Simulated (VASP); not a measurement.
# LiBe16 (a cell with a defect) in VASP: further runs

LiBe16 (a cell with a defect) is run at these levels: PBE; tasks: single point.

Program: VASP 6.6.1. These are calculated values, not measurements. Logs are shortened: lines on timing, memory, paths and dates and some standing lists are left out, and cuts for length are marked.

## 1. The cell of the first run

The cell holds a defect, 17 atoms: a = 4.580 Å, b = 3.966 Å, c = 7.177 Å, α = 90.00°, β = 90.00°, γ = 90.00°.

## 2. Single point, PBE

Contents of INCAR:

```
SYSTEM = LiBe16
PREC     = Accurate       ! precision mode
ENCUT    = 520            ! plane-wave cutoff, eV
EDIFF    = 1E-6           ! SCF threshold, eV
ISMEAR   = -1             ! smearing method
SIGMA    = 0.05           ! smearing width, eV
LREAL    = Auto         
LASPH    = .True.         ! aspherical terms in the spheres
NELM     = 60             ! most SCF steps
ALGO     = Normal         ! electronic algorithm
ISIF     = 2              ! what is computed and relaxed
LWAVE    = .False.        ! write WAVECAR
LCHARG   = .True.         ! write CHGCAR
GGA      = PE             ! functional
LELF     = .True.         ! ELF
LVHAR    = .True.       
NBANDS   = 32             ! bands
```

Contents of KPOINTS:

```
Automatic mesh
0
Gamma
  5 5 3
  0 0 0
```

Contents of POSCAR:

```
LiBe16
1.0
   -2.2900000000     -3.9663960000      0.0000000000
    3.4350000000     -1.9831980000      0.0000000000
    0.0000000000      0.0000000000      7.1768600000
Be Li
16 1
Direct
    0.7664112464      0.5447330681     -0.0070737939
    0.5142383921      0.3984228582      0.2406349240
    0.6914986006      0.2240871028      0.4939274134
    0.5140373696      0.3962222927      0.7465833066
    0.5074315262      0.0393068662     -0.0074631146
    0.2432879205      0.8478804718      0.2370172542
    0.4781588256     -0.1607736798      0.4909239164
    0.2437229554      0.8470440407      0.7463468391
    0.2606773211      0.5284238822     -0.0073223568
    0.0101739565      0.3528594565      0.2383935443
    0.2824200829      0.4455129487      0.4938310080
    0.0090273037      0.3517896021      0.7465171929
    0.0112726489      0.0349506483     -0.0077279115
    0.7560933129      0.9017368396      0.2390840913
    0.0753310370      0.0436745269      0.4918821169
    0.7557363652      0.8995610122      0.7462011440
   -0.1228462645      0.6332496629      0.4922699257
```

Potentials or basis: VASP PAW PBE potentials, release 64 (Be, Li_sv).

Started as:

```bash
$ cat potpaw_PBE.64/Be/POTCAR potpaw_PBE.64/Li_sv/POTCAR > POTCAR
$ mpirun -np 1 vasp_std > vasp.out
```

OUTCAR:

```text
SYSTEM = LiBe16
   PREC = Accurate
   ENCUT = 520
   EDIFF = 1E-6
   ISMEAR = -1
   LREAL = Auto
   LASPH = .True.
   NELM = 60
   ISIF = 2
   GGA = PE

 ion  position               nearest neighbor table
   1  0.766  0.545  0.993-   4 2.19   2 2.20  10 2.22  12 2.22  13 2.24  16 2.26  14 2.26   9 2.26
                             5 2.29  13 2.31   9 2.32   5 2.33
   2  0.514  0.398  0.241-   3 2.11  11 2.11   6 2.17   9 2.19   1 2.20  14 2.26  10 2.28   5 2.28
                            14 2.28  10 2.32
   3  0.691  0.224  0.494-   7 1.81  17 1.83  15 1.90  11 2.07   4 2.10   2 2.11  16 2.24  14 2.25
                            12 2.38  17 2.49
   4  0.514  0.396  0.747-   3 2.10  11 2.11   8 2.17   9 2.18   1 2.19  16 2.26   5 2.26  12 2.27
                            16 2.28  12 2.32
   5  0.507  0.039  0.993-  14 2.17  16 2.17   9 2.25   6 2.26   4 2.26   8 2.27  13 2.27   2 2.28
                             1 2.29  13 2.31   9 2.32   1 2.33
   6  0.243  0.848  0.237-   7 2.12  15 2.13   9 2.16   2 2.17  13 2.18  10 2.23  14 2.24   5 2.26
                            10 2.27  14 2.36
   7  0.478  0.839  0.491-  11 1.80   3 1.81  17 2.00  15 2.02   6 2.12   8 2.12  14 2.22  16 2.24
[... 9 lines left out ...]
  12  0.009  0.352  0.747-  16 2.14  13 2.17  15 2.22   9 2.22  17 2.22   1 2.22  11 2.23   8 2.24
                             8 2.27   4 2.27   4 2.32   3 2.38
  13  0.011  0.035  0.992-  12 2.17  10 2.17   6 2.18  16 2.19  14 2.19   8 2.19   1 2.24   9 2.27
                             5 2.27   5 2.31   9 2.31   1 2.31
  14  0.756  0.902  0.239-  10 2.13   5 2.17  17 2.18  13 2.19   7 2.22   6 2.24   3 2.25   2 2.26
                             1 2.26   2 2.28   6 2.36
  15  0.075  0.044  0.492-  11 1.85  17 1.86   3 1.90   7 2.02   8 2.13   6 2.13  10 2.21  12 2.22

  16  0.756  0.900  0.746-  12 2.14   5 2.17  17 2.18  13 2.19   3 2.24   7 2.24   8 2.24   4 2.26
                             1 2.26   4 2.28   8 2.35
  17  0.877  0.633  0.492-   3 1.83  15 1.86  11 2.00   7 2.00  14 2.18  16 2.18  10 2.22  12 2.22
                             3 2.49

  LATTYP: Found a simple orthorhombic cell.
 ALAT       =     3.9663962620
 B/A-ratio  =     1.1547004875
 C/A-ratio  =     1.8094157835

  Lattice vectors:

 A1 = (  -3.4350000000,   1.9831980000,   0.0000000000)
 A2 = (  -2.2900000000,  -3.9663960000,   0.0000000000)
 A3 = (   0.0000000000,   0.0000000000,   7.1768600000)

Analysis of symmetry for initial positions (statically):
=====================================================================
 Subroutine PRICEL returns:
 Original cell was already a primitive cell.

 Routine SETGRP: Setting up the symmetry group for a
 simple orthorhombic supercell.

 Subroutine GETGRP returns: Found  1 space group operations
 (whereof  1 operations were pure point group operations)
 out of a pool of  8 trial point group operations.

The static configuration has the point symmetry C_1 .

Analysis of symmetry for dynamics (positions and initial velocities):
=====================================================================
 Subroutine PRICEL returns:
 Original cell was already a primitive cell.

 Routine SETGRP: Setting up the symmetry group for a
 simple orthorhombic supercell.

 Subroutine GETGRP returns: Found  1 space group operations
 (whereof  1 operations were pure point group operations)
 out of a pool of  8 trial point group operations.

The dynamic configuration has the point symmetry C_1 .

 Subroutine INISYM returns: Found  1 space group operations
 (whereof  1 operations are pure point group operations),
 and found     1 'primitive' translations

----------------------------------------------------------------------------------------

                                     Primitive cell

  volume of cell :     130.3755

  direct lattice vectors                    reciprocal lattice vectors
    -2.290000000 -3.966396000  0.000000000    -0.109170306 -0.189088533  0.000000000
     3.435000000 -1.983198000  0.000000000     0.218340611 -0.126059022  0.000000000
[... 46 lines left out ...]
   PSTRESS=    0.0 pullay stress
   NELECT =      35.0000    total number of electrons
   NUPDOWN=      -1.0000    fix difference up-down
   EMIN   =  10.00;   EMAX   =-10.00  energy-range for DOS
   EFERMI =   0.00;   METHOD = LEGACY
   ISMEAR =    -1;   SIGMA  =   0.05  broadening in eV -4-tet -1-fermi 0-gaus
   EFERMI_NEDOS =   21; number of points for ismear=-14 and -15
   IALGO  =     38    algorithm
   IMIX   =      4    mixing-type and parameters
     AMIX     =   0.40;   BMIX     =  1.00
     AMIX_MAG =   1.60;   BMIX_MAG =  1.00
  volume/ion in A,a.u.               =       7.67        51.75
  Fermi-wavevector in a.u.,A,eV,Ry     =   1.056085  1.995711 15.174786  1.115315
  Thomas-Fermi vector in A             =   2.191307
   LORBIT       =      0    0 simple, 1 ext, 2 COOP (PROOUT), +10 PAW based schemes
   GGA     = PE    functional components
   LHFCALC =     F    Hartree Fock is set to
   AEXX    =    0.0000 exact exchange contribution
   IVDW    =     0    specifies the selected vdW correction
   LEPSILON=     F    determine dielectric tensor
   LRPA    =     F    only Hartree local field effects (RPA)
 non-spin polarized calculation
  energy-cutoff  :      520.00
  volume of cell :      130.38
 maximum number of plane-waves:      3529
 NGX is ok and might be reduce to    36
   NGX = 17   NGY = 15   NGZ = 27

 number of electron      34.9999996 magnetization

 Free energy of the ion-electron system (eV)
  ---------------------------------------------------
  ext. energy  EPLUGINS =         0.00000000
  ---------------------------------------------------
  free energy    TOTEN  =       -57.50041523 eV

  energy without entropy =      -57.47594603  energy(sigma->0) =      -57.48818063

 E-fermi :   7.1766     XC(G=0): -10.6567

 val. band max:        7.1525657213   @ k =   0.2000   0.2000   0.0000
 cond. band min:       7.2001682854   @ k =   0.4000   0.0000   0.0000
 fundamental gap:      0.0476025641
 Fermi energy:         7.1766225491

 k-point     1 :       0.0000    0.0000    0.0000
  band No.  band energies     occupation
      1     -38.9031      2.00000
      2      -4.0507      2.00000
      3      -2.1124      2.00000
      4      -1.8792      2.00000
      5       1.0051      2.00000
      6       1.1157      2.00000
[... 757 lines left out ...]
     28      12.1377      0.00000
     29      12.6770      0.00000

 [... further k-points ...]

 [bands above 29 left out]

------------------------ aborting loop because EDIFF is reached ----------------------------------------

  FORCE on cell =-STRESS in cart. coord.  units (eV):
  Direction    XX          YY          ZZ          XY          YZ          ZX
  --------------------------------------------------------------------------------------
  -------------------------------------------------------------------------------------
  Total       10.4506835     15.5335732      1.5942164     -3.4501867      0.0128863     -0.0673534
  in kB      128.4278623    190.8912087     19.5912353    -42.3991501      0.1583595     -0.8277018
  external PRESSURE =     112.9701021 kB  Pullay stress =       0.0000000 kB

 VOLUME and BASIS-vectors are now :
 -----------------------------------------------------------------------------
  energy-cutoff  :      520.00
  volume of cell :      130.38
      direct lattice vectors                 reciprocal lattice vectors
    -2.290000000 -3.966396000  0.000000000    -0.109170306 -0.189088533  0.000000000
     3.435000000 -1.983198000  0.000000000     0.218340611 -0.126059022  0.000000000
     0.000000000  0.000000000  7.176860000     0.000000000  0.000000000  0.139336702

 POSITION                                       TOTAL-FORCE (eV/Angst)
 -----------------------------------------------------------------------------------
      0.11608     -4.12020      7.12609        -0.009336      0.007413      0.000061
      0.19098     -2.82982      1.72700        -0.000956     -0.006282     -0.003993
     -0.81379     -3.18717      3.54485        -0.012826      0.028901     -0.009271
      0.18388     -2.82466      5.35812         0.012884     -0.016352      0.001147
     -1.02700     -2.09063      7.12330        -0.003436      0.009778      0.005921
      2.35534     -2.64649      1.70104        -0.000399      0.003868      0.001154
[... 9 lines left out ...]
      1.35936     -4.78156      5.35538         0.012816      0.000195      0.011485
      0.16653     -4.73500      3.53295         0.000884     -0.005731      0.008958
 -----------------------------------------------------------------------------------
    total drift:                               -0.001341     -0.000723      0.005328

  FREE ENERGIE OF THE ION-ELECTRON SYSTEM (eV)
  ---------------------------------------------------
  free  energy   TOTEN  =       -57.5004152320 eV

  energy  without entropy=      -57.4759460341  energy(sigma->0) =      -57.48818063
```

Run time: 3.2 min. Hardware: 1 thread of Oxide Virtual Turin-like, shared host; peak memory 0.24 GiB.

What came out:

| Property | Result |
| --- | --- |
| Free energy | -57.5004 eV |
| Largest force | 0.033 eV/Å |
| Band gap on the k mesh | zero (an odd number of electrons rules out a gap without spin polarisation) |

Forces in eV/Å, atoms in the order of the input:
```
Be  -0.009  0.007  0.000
Be  -0.001 -0.006 -0.004
Be  -0.013  0.029 -0.009
Be   0.013 -0.016  0.001
Be  -0.003  0.010  0.006
Be   0.000  0.004  0.001
Be   0.010  0.009  0.007
Be   0.003 -0.010  0.009
Be   0.000  0.004 -0.005
Be  -0.007  0.002 -0.013
Be  -0.015 -0.016 -0.002
Be   0.002 -0.017  0.012
Be  -0.007  0.007  0.000
Be   0.007  0.005 -0.018
Be   0.007 -0.007 -0.005
Be   0.013  0.000  0.011
Li   0.001 -0.006  0.009
```

Caveat: the cutoff is under 1.25 times the usual one of these potentials, so pressure, stress and relaxed cells hold a basis-set (Pulay) error.

## 3. Single point, PBE

Contents of INCAR:

```
SYSTEM = LiBe16
PREC = Accurate
ENCUT = 520
EDIFF = 1E-6
ISMEAR = -1
SIGMA = 0.05
LREAL = Auto
LASPH = .True.
NELM = 60
ALGO = Normal
ISIF = 2
LWAVE = .False.
LCHARG = .True.
GGA = PE
LELF = .True.
LVHAR = .True.
NBANDS = 32
```

KPOINTS is that of step 2.

Contents of POSCAR:

```
LiBe16
1.0
   -2.2900000000     -3.9663960000      0.0000000000
    3.4350000000     -1.9831980000      0.0000000000
    0.0000000000      0.0000000000      7.1768600000
Be Li
16 1
Direct
    0.7567715259      0.4851790915     -0.0032399861
    0.4931618276      0.2938781838      0.2423676556
    0.7578513871      0.4852085387      0.4872677292
    0.5230584068      0.4954510902      0.7410350040
    0.4847431016     -0.0664712900     -0.0030477022
    0.2334255511      0.7885055813      0.2433585991
    0.4863822545     -0.0660099318      0.4907414946
    0.3101807288      1.1099996846      0.7438218928
    0.2445816836      0.4314059591     -0.0037310617
   -0.0108656302      0.2980294546      0.2427158564
    0.2448602241      0.4307818028      0.4891280574
   -0.0735562116      0.2899460019      0.7422356556
   -0.0100303414     -0.0193654679     -0.0026726183
    0.7390789768      0.8043182283      0.2428222324
   -0.0097921574     -0.0199547356      0.4883544359
    0.7177630800      0.8896293995      0.7443428939
    0.1234214526      0.7008197690      0.7426010412
```

Potentials or basis: VASP PAW PBE potentials, release 64 (Be, Li_sv).

Started as:

```bash
$ cat potpaw_PBE.64/Be/POTCAR potpaw_PBE.64/Li_sv/POTCAR > POTCAR
$ mpirun -np 1 vasp_std > vasp.out
```

Run time: 5.1 min. Hardware: 1 thread of Oxide Virtual Turin-like, shared host; peak memory 0.24 GiB.

Results (log left out):

| Property | Result |
| --- | --- |
| Free energy | -57.5006 eV |
| Largest force | 0.027 eV/Å |
| Band gap on the k mesh | zero (an odd number of electrons rules out a gap without spin polarisation) |

Forces on the atoms (eV/Å):
```
Be  -0.005  0.013 -0.008
Be  -0.013  0.004  0.023
Be   0.001  0.011  0.001
Be  -0.004  0.005  0.011
Be  -0.002 -0.006 -0.010
Be  -0.010  0.001 -0.010
Be   0.001  0.013 -0.003
Be  -0.006 -0.008 -0.001
Be   0.016 -0.003  0.008
Be   0.006 -0.003 -0.011
Be   0.009 -0.002 -0.004
Be   0.002  0.019 -0.001
Be  -0.002 -0.012 -0.014
Be  -0.009 -0.013  0.009
Be   0.018 -0.012  0.013
Be  -0.003 -0.001 -0.004
Li   0.002 -0.007  0.003
```

Levels at points of the mesh, in eV from the Fermi level:
```tsv
k point	band 14	band 15	band 16	band 17	band 18	band 19	band 20	band 21
(0.00, 0.00, 0.00)	-3.26	-3.25	-1.25	0.25	0.39	0.60	1.04	1.41
```

Caveat: the cutoff is under 1.25 times the usual one of these potentials, so pressure, stress and relaxed cells hold a basis-set (Pulay) error.

## 4. Single point, PBE

Contents of INCAR:

```
SYSTEM = LiBe16
PREC = Accurate
ENCUT = 520
EDIFF = 1E-7
ISMEAR = -1
SIGMA = 0.05
LREAL = Auto
LASPH = .TRUE.
NELM = 80
ALGO = Normal
ISIF = 2
LWAVE = .FALSE.
LCHARG = .TRUE.
GGA = PE
LELF = .TRUE.
LVHAR = .TRUE.
NBANDS = 32
```

Contents of KPOINTS:

```
regular mesh
0
G
  5 5 3
  0 0 0
```

Contents of POSCAR:

```
LiBe16
1.0
   -2.2900000000     -3.9663960000      0.0000000000
    3.4350000000     -1.9831980000      0.0000000000
    0.0000000000      0.0000000000      7.1768600000
Be Li
16 1
Direct
    0.7664112766      0.5447329908     -0.0070738457
    0.5142384398      0.3984230064      0.2406349016
    0.6914985732      0.2240869673      0.4939274279
    0.5140373648      0.3962222897      0.7465833247
    0.5074315758      0.0393069312     -0.0074631524
    0.2432879124      0.8478804423      0.2370173028
    0.4781587525     -0.1607736410      0.4909238859
    0.2437229612      0.8470441284      0.7463468704
    0.2606773802      0.5284239303     -0.0073224223
    0.0101739220      0.3528594706      0.2383935314
    0.2824200295      0.4455129163      0.4938310069
    0.0090272212      0.3517896176      0.7465171398
    0.0112726903      0.0349506436     -0.0077278921
    0.7560933162      0.9017367378      0.2390840841
    0.0753310367      0.0436745485      0.4918821044
    0.7557362874      0.8995610184      0.7462011242
   -0.1228462266      0.6332498227      0.4922698785
```

Started as:

```bash
$ cat potpaw_PBE.64/Be/POTCAR potpaw_PBE.64/Li_sv/POTCAR > POTCAR
$ mpirun -np 1 vasp_std > vasp.out
```

It took 5.2 min on 1 thread of Oxide Virtual Turin-like, shared host; peak memory 0.24 GiB.

It converged, with:

- Free energy: -57.5004 eV
- Largest force: 0.033 eV/Å
- Band gap on the k mesh: zero (an odd number of electrons rules out a gap without spin polarisation)

Forces in eV/Å, atoms in the order of the input:
```
Be  -0.009  0.007  0.000
Be  -0.001 -0.006 -0.004
Be  -0.013  0.029 -0.009
Be   0.013 -0.016  0.001
Be  -0.003  0.010  0.006
Be   0.000  0.004  0.001
Be   0.010  0.009  0.007
Be   0.003 -0.010  0.009
Be   0.000  0.004 -0.005
Be  -0.007  0.002 -0.013
Be  -0.015 -0.016 -0.002
Be   0.002 -0.017  0.012
Be  -0.007  0.008  0.000
Be   0.007  0.005 -0.018
Be   0.007 -0.007 -0.005
Be   0.013  0.000  0.011
Li   0.001 -0.006  0.009
```

Levels at points of the mesh, in eV from the Fermi level:
| k point | band 14 | band 15 | band 16 | band 17 | band 18 | band 19 | band 20 | band 21 |
| --- | --- | --- | --- | --- | --- | --- | --- | --- |
| (0.00, 0.00, 0.00) | -3.27 | -3.26 | -1.24 | 0.27 | 0.39 | 0.60 | 1.04 | 1.42 |

Caveat: the cutoff is under 1.25 times the usual one of these potentials, so pressure, stress and relaxed cells hold a basis-set (Pulay) error.

## 5. Single point, PBE

Contents of INCAR:

```
ALGO = Normal
EDIFF = 1E-6
ENCUT = 520
GGA = PE
ISIF = 2
ISMEAR = -1
LASPH = True
LCHARG = True
LELF = True
LREAL = Auto
LVHAR = True
LWAVE = False
NBANDS = 32
NELM = 80
PREC = Accurate
SIGMA = 0.05
```

Contents of KPOINTS:

```
k-points
0
Gamma
  5 5 3
```

Contents of POSCAR:

```
LiBe16
1.0
   -2.2900000000     -3.9663960000      0.0000000000
    3.4350000000     -1.9831980000      0.0000000000
    0.0000000000      0.0000000000      7.1768600000
Be Li
16 1
Direct
    0.7567716139      0.4851790381     -0.0032399963
    0.4931618767      0.2938782235      0.2423676928
    0.7578512900      0.4852085747      0.4872676909
    0.5230583062      0.4954510979      0.7410349373
    0.4847430771     -0.0664714275     -0.0030477117
    0.2334255943      0.7885055636      0.2433586555
    0.4863822280     -0.0660098102      0.4907414942
    0.3101807800      1.1099997049      0.7438219500
    0.2445816821      0.4314058376     -0.0037310189
   -0.0108655839      0.2980293487      0.2427158953
    0.2448601360      0.4307818665      0.4891281145
   -0.0735562359      0.2899459155      0.7422356016
   -0.0100303564     -0.0193655069     -0.0026726173
    0.7390789673      0.8043181470      0.2428222092
   -0.0097922537     -0.0199546611      0.4883543778
    0.7177630565      0.8896295195      0.7443429299
    0.1234214815      0.7008198523      0.7426010818
```

Started as:

```bash
$ cat potpaw_PBE.64/Be/POTCAR potpaw_PBE.64/Li_sv/POTCAR > POTCAR
$ mpirun -np 1 vasp_std > vasp.out
```

It took 6.3 min on 1 thread of Oxide Virtual Turin-like, shared host; peak memory 0.23 GiB.

It converged, with:

- Free energy: -57.5006 eV
- Largest force: 0.027 eV/Å
- Band gap on the k mesh: zero (an odd number of electrons rules out a gap without spin polarisation)

Forces on the atoms (eV/Å):
```
Be  -0.005  0.013 -0.008
Be  -0.013  0.004  0.023
Be   0.001  0.011  0.001
Be  -0.004  0.005  0.011
Be  -0.002 -0.006 -0.010
Be  -0.010  0.001 -0.010
Be   0.001  0.013 -0.003
Be  -0.006 -0.008 -0.001
Be   0.016 -0.003  0.008
Be   0.006 -0.003 -0.011
Be   0.009 -0.002 -0.004
Be   0.002  0.019 -0.001
Be  -0.002 -0.012 -0.014
Be  -0.009 -0.013  0.009
Be   0.018 -0.012  0.013
Be  -0.003 -0.001 -0.004
Li   0.002 -0.007  0.003
```

Levels at points of the mesh, in eV from the Fermi level:
| k point | band 14 | band 15 | band 16 | band 17 | band 18 | band 19 | band 20 | band 21 |
| --- | --- | --- | --- | --- | --- | --- | --- | --- |
| (0.00, 0.00, 0.00) | -3.26 | -3.25 | -1.25 | 0.25 | 0.39 | 0.60 | 1.04 | 1.41 |

Caveat: the cutoff is under 1.25 times the usual one of these potentials, so pressure, stress and relaxed cells hold a basis-set (Pulay) error.
